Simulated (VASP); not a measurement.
Set up this calculation in VASP 6.6.1, as the native input.

| Quantity | Value |
| --- | --- |
| Task | electric field gradients |
| Functional | LDA |
| Potentials or basis | VASP PAW LDA potentials, release 64 (In_d, Sb) |
| Cutoff | 520 eV |
| k mesh | 10 × 10 × 10 |
| Occupations | fermi-dirac, width 0.03 eV |
| Spin | no spin polarisation |
| Dipole correction | no |
| Further INCAR settings | ALGO = Normal; EDIFF = 1e-08; NBANDS = 16 |

The structure of InSb lies in POSCAR:

```
InSb
1.0
    0.0000000000      3.2173604188      3.2173604188
    3.2173604188      0.0000000000      3.2173604188
    3.2173604188      3.2173604188      0.0000000000
In Sb
1 1
Direct
    0.0000000000      0.0000000000      0.0000000000
    0.7500000000      0.7500000000      0.7500000000
```

This cell differs from its parent crystal: volume scaled by 0.98.

The input as run:

INCAR

```
SYSTEM = InSb
PREC = Accurate ; ENCUT = 520
EDIFF = 1E-8 ; ISMEAR = -1
SIGMA = 0.03 ; LREAL = .False.
LASPH = .True. ; NELM = 60
ALGO = Normal ; ISIF = 2
LWAVE = .False. ; LCHARG = .False.
GGA = CA ; LEFG = .True.
NBANDS = 16
```

KPOINTS

```
regular mesh
0
Gamma
  10 10 10
  0 0 0
```

Potentials or basis: VASP PAW LDA potentials, release 64 (In_d, Sb).

Command:

```bash
$ cat potpaw_LDA.64/In_d/POTCAR potpaw_LDA.64/Sb/POTCAR > POTCAR
$ mpirun -np 1 vasp_std > vasp.out
```

Results of the run:

The pressure is 0.4 GPa and the band gap on the k mesh is zero (filled and empty bands touch).

Caveat: without QUAD_EFG the Cq values of the log hold for a quadrupole moment of 1 mb, not for the nuclei; spin-orbit coupling is left out, which moves the levels of the heavy elements.

Wall time 30 s on 1 thread of AMD EPYC 9R45 96-Core Processor (Zen 5), on a shared host, peak memory 0.18 GiB.
